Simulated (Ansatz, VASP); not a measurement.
# MoS2 in VASP and in Ansatz

File INCAR:

```
ALGO = Normal
EDIFF = 1E-6
ENCUT = 500
GGA = PE
GGA_COMPAT = F
ISIF = 2
ISMEAR = 0
IVDW = 12
LASPH = T
LCHARG = F
LREAL = F
LWAVE = F
NBANDS = 20
NELM = 120
PREC = Accurate
SIGMA = 0.05
```

Contents of KPOINTS:

```
k-points
0
Gamma
  12 12 6
```

POSCAR

```
MoS2
1.0
    3.0723071733      0.0000000000      0.0000000000
   -1.5361535867      2.6606960603      0.0000000000
    0.0000000000      0.0000000000      6.1446143466
Mo S
1 2
Direct
    0.0000000000      0.0000000000      0.0000000000
    0.3333333333      0.6666666667      0.2357940733
    0.3333333333      0.6666666667      0.7642059267
```

Input for Ansatz:

```yaml
crystal:
  lattice:
    - [3.0723071733, 0.0, 0.0]
    - [-1.5361535867, 2.6606960603, 0.0]
    - [0.0, 0.0, 6.1446143466]
  atoms:
    - { symbol: Mo, position: [0.0, 0.0, 0.0] }
    - { symbol: S, position: [0.3333333333, 0.6666666667, 0.2357940733] }
    - { symbol: S, position: [0.3333333333, 0.6666666667, 0.7642059267] }
basis:
  ecutwfc: 420
kpoints:
  mp_grid: { grid: [12, 12, 6] }
hamiltonian:
  xc: pbe
  dispersion: d3bj
scf:
  occupations: { method: gaussian, width: 0.05 }
output:
  forces: true
  stress: true
  eigenvalues: true
```

Alike in both runs: task single point; functional PBE; dispersion D3(BJ); k mesh 12 × 12 × 6; occupations gaussian, width 0.05 eV; no spin polarisation.

|  | VASP | Ansatz |
| --- | --- | --- |
| version | VASP 6.6.1 | Ansatz 0.2.0 |
| potentials or method | VASP PAW PBE potentials, release 64 (Mo_sv, S), cutoff 500 eV | scalar-relativistic, plane waves, PAW |
| valence electrons in the cell | 26 | 26 |

Ansatz gave:

```
gap on the k mesh at the Fermi level (eV)                     : 0.57
least direct gap on the mesh (eV)                             : 1.74
pressure (GPa)                                                : 24.7
traceless stress, the component that is largest in VASP (GPa) : 8.97
rms of the force components (eV/Å)                            : 1.515
```

Q: Estimate VASP's values.

A: gap on the k mesh at the Fermi level (eV): 0.59; least direct gap on the mesh (eV): 1.74; pressure (GPa): 24.4; traceless stress, the component that is largest in VASP (GPa): 8.88; rms of the force components (eV/Å): 1.500.

Atom by atom the forces differ by 0.015 eV/Å (rms over components).
